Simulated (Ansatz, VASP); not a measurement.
**InSb: VASP beside Ansatz**

```
In Sb
1.0
     0.00000    3.00488    3.39251
     3.00488    0.00000    3.39251
     3.00488    3.00488    0.00000
In Sb
1 1
Direct
  0.00000 0.00000 0.00000
  0.50000 0.50000 0.50000
```

Alike in both runs: task single point; functional PBE; k mesh 14 × 14 × 14; occupations gaussian, width 0.15 eV; no spin polarisation.

|  | VASP | Ansatz |
| --- | --- | --- |
| version | VASP 6.6.1 | Ansatz 0.2.0 |
| potentials or method | VASP PAW PBE potentials, release 64 (In_d, Sb), cutoff 520 eV | scalar-relativistic, plane waves, PAW |
| valence electrons in the cell | 18 | 28 |

```csv
,VASP,Ansatz,Ansatz less VASP
gap on the k mesh at the Fermi level (eV),none,none,-
pressure (GPa),-1.0,-0.9,+0.04
"traceless stress, the component that is largest in VASP (GPa)",-3.83,-3.84,-0.004
```

A gap of «none» marks a metal or a gap that the smearing closes. VASP's potentials hold 18 valence electrons a cell and Ansatz's 28, so a difference there can come from the potentials and not from the codes.

Spin-orbit coupling is off throughout.
